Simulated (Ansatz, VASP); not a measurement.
# Two plane-wave programs on C

Contents of POSCAR:

```
C
1.0
    0.0000000000      1.7566490000      1.7566490000
    1.7566490000      0.0000000000      1.7566490000
    1.7566490000      1.7566490000      0.0000000000
C
2
Direct
    0.5000000000      0.5000000000      0.5000000000
    0.7500000000      0.7500000000      0.7500000000
```

The input INCAR.step1:

```
  ALGO = Normal
  EDIFF = 1E-4
  ENCUT = 520
  GGA = PE
  ISMEAR = 0
  LASPH = True
  LCHARG = False
  LREAL = False
  LWAVE = True
  NBANDS = 11
  NELM = 60
  PREC = Accurate
  SIGMA = 0.05
```

INCAR.step2

```
  ALGO = Normal
  EDIFF = 1E-6
  ENCUT = 520
  ISIF = 2
  ISMEAR = 0
  ISTART = 1
  LASPH = True
  LCHARG = True
  LELF = True
  LMIXTAU = True
  LREAL = False
  LVHAR = True
  LWAVE = False
  METAGGA = R2SCAN
  NBANDS = 11
  NELM = 60
  PREC = Accurate
  SIGMA = 0.05
```

Contents of KPOINTS:

```
k-points
0
Gamma
  12 12 12
```

Input for Ansatz:

```yaml
crystal:
  lattice:
    - [0.0, 1.756649, 1.756649]
    - [1.756649, 0.0, 1.756649]
    - [1.756649, 1.756649, 0.0]
  atoms:
    - { symbol: C, position: [0.5, 0.5, 0.5] }
    - { symbol: C, position: [0.75, 0.75, 0.75] }
basis:
  ecutwfc: 500
kpoints:
  mp_grid: { grid: [12, 12, 12] }
hamiltonian:
  xc: r2scan
scf:
  occupations: { method: gaussian, width: 0.05 }
output:
  forces: true
  stress: true
  eigenvalues: true
```

Change from the starting cell: strain -0.015 along x and y, -0.015 along z, atoms carried along.

Alike in both runs: task single point; functional r2SCAN; k mesh 12 × 12 × 12; occupations gaussian, width 0.05 eV; no spin polarisation.

```csv
,VASP,Ansatz
version,VASP 6.6.1,Ansatz 0.2.0
potentials or method,"VASP PAW PBE potentials, release 64 (C), cutoff 520 eV","scalar-relativistic, plane waves, PAW"
valence electrons in the cell,8,8
```

VASP gave:

| Quantity | Value |
| --- | --- |
| gap on the k mesh at the Fermi level (eV) | 4.45 |
| least direct gap on the mesh (eV) | 5.96 |
| pressure (GPa) | 20.6 |

Estimate Ansatz's values.

gap on the k mesh at the Fermi level (eV): 4.48; least direct gap on the mesh (eV): 6.01; pressure (GPa): 19.3.

VASP's potentials were made for PBE, not for r2SCAN.
